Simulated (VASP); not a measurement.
The system is SiAs3.

```
Si As
1.0
     4.52034    0.00000    0.00000
    -2.26017    3.91473    0.00000
     0.00000    0.00000    6.01719
Si As
1 3
Direct
  0.00000 0.00000 0.50000
  0.33333 0.66667 0.53515
  0.66667 0.33333 0.46485
  0.00000 0.00000 0.00000
```

| Quantity | Value |
| --- | --- |
| Program | VASP 6.6.1 |
| Task | relaxation of cell and atoms |
| Functional | PBE |
| Potentials or basis | VASP PAW PBE potentials, release 64 (Si, As) |
| Cutoff | 600 eV |
| k mesh | 6 × 6 × 4 |
| Occupations | gaussian, width 0.1 eV |
| Spin | no spin polarisation |

At the start: pressure -0.3 GPa; volume 26.62 Å³/atom.

Problem. Where does the relaxation end?

Solution. Over 35 steps the energy falls by 838.2 meV/atom and the volume is 19.52 Å³/atom (-26.7 %); space group P-3m1 (No. 164, to 0.05 Å).

Step by step:
```
step  energy change (eV)  largest force (eV/Å)  pressure (GPa)  volume (Å³)
   1              0.0000                0.9278           -0.32       106.48
   2             -0.8475                0.7582           -3.85       105.10
   3             -1.3090                0.5299           -4.80       102.63
   4             -1.4210                0.7732            2.08        89.21
   5             -1.4674                0.6401           -0.63        93.63
   6             -1.5766                0.8905            1.19        90.26
   7             -1.5906                1.0669            2.30        88.62
   8             -1.6843                1.1851            1.61        88.94
   9             -1.9659                1.0489           -0.68        89.86
  10             -2.2551                0.3487           -4.20        91.47
  11             -2.3051                0.1195           -5.18        92.03
  12             -2.3744                0.0049           -4.59        90.46
  13             -2.4590                0.1065           -3.40        87.72
  14             -2.6680                0.2628           -0.31        82.27
  15             -1.4524                3.4216           18.47        71.52
  16             -2.6763                0.3602            0.26        81.54
  17             -2.6822                0.6377            1.64        80.06
  18             -2.6846                0.4963            0.97        80.72
  19             -2.7131                1.1304            3.22        78.62
  20             -2.7251                0.9016            2.24        79.40
  21             -2.8290                0.7838            0.67        80.55
  22             -3.0592                0.5280           -3.13        83.84
  23             -2.9633                0.0942           -8.45        89.75
  24             -3.1339                0.3399           -5.50        85.99
  25             -3.2171                0.3029           -5.07        84.52
  26             -3.2745                0.2228           -4.17        82.69
  27             -3.2097                0.0128           -1.68        78.90
  28             -3.2829                0.1776           -3.75        81.88
  29             -3.3310                0.1865           -1.92        79.82
  30             -3.3464                0.1908           -0.17        78.11
  31             -3.3467                0.1916            0.13        77.83
  32             -3.3483                0.1641            0.10        77.87
  33             -3.3516                0.0836            0.01        77.97
  34             -3.3518                0.0606           -0.17        78.17
  35             -3.3527                0.0040           -0.09        78.07
```

Final structure:
```yaml
crystal:
  lattice:
    - [3.70570, 0.00000, 0.00000]
    - [-1.85285, 3.20923, 0.00000]
    - [0.00000, 0.00000, 6.56499]
  atoms:
    - { symbol: Si, position: [0.00000, 0.00000, 0.50000] }
    - { symbol: As, position: [0.33333, 0.66667, 0.73148] }
    - { symbol: As, position: [0.66667, 0.33333, 0.26852] }
    - { symbol: As, position: [0.00000, 0.00000, 0.00000] }
```

Caveat: the volume moved by over 15 % at a fixed basis, so the end points are rough.
